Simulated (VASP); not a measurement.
CsPbCl3: single point with PBEsol

The system is CsPbCl3.

```
Cs Pb Cl
1.0
     5.74512    0.00000    0.00000
     0.00000    5.74512    0.00000
     0.00000    0.00000    5.74512
Cs Pb Cl
1 1 3
Direct
  0.00000 0.00000 0.00000
  0.50000 0.50000 0.50000
  0.00000 0.50000 0.50000
  0.50000 0.00000 0.50000
  0.50000 0.50000 0.00000
```

This cell differs from its parent crystal: strain +0.025 along x and y, +0.025 along z.

```yaml
Program: VASP 6.6.1
Task: single point
Functional: PBEsol
Potentials_or_basis: VASP PAW PBE potentials, release 64 (Cs_sv, Pb_d, Cl)
Cutoff: 520 eV
k_mesh: 6 × 6 × 6
Occupations: gaussian, width 0.05 eV
Spin: no spin polarisation
Dipole_correction: no
Further_INCAR_settings: ALGO = Normal; EDIFF = 1e-06; NBANDS = 30
```

```json
{
  "Pressure": "-1.5 GPa",
  "Band gap on the k mesh": "2.11 eV"
}
```

Levels at points of the mesh, in eV from the valence-band top:
```tsv
k point	band 18	band 19	band 20	band 21	band 22	band 23	band 24	band 25	band 26	band 27
(0.00, 0.00, 0.00)	-2.08	-2.08	-2.00	-2.00	-2.00	3.58	4.72	4.72	5.58	5.58
(0.50, 0.00, 0.00)	-2.18	-2.17	-2.08	-2.08	-1.42	3.05	4.93	5.32	5.32	5.55
(0.50, 0.50, 0.00)	-2.27	-2.25	-2.25	-1.71	-0.69	2.62	2.62	4.95	5.68	5.91
(0.50, 0.50, 0.50)	-2.27	-1.70	-1.70	-1.70	0.00	2.11	2.11	2.11	5.36	5.88
```

Run time: 99 s on 1 thread of Oxide Virtual Turin-like Processor, with other jobs on the host, peak memory 0.35 GiB.

Caveat: the cell differs from its parent crystal (strain +0.025 along x and y, +0.025 along z); the PAW data sets were made with another functional, which shifts forces and pressure a little; spin-orbit coupling is left out, which moves the levels of the heavy elements. A k mesh can miss the band edges.
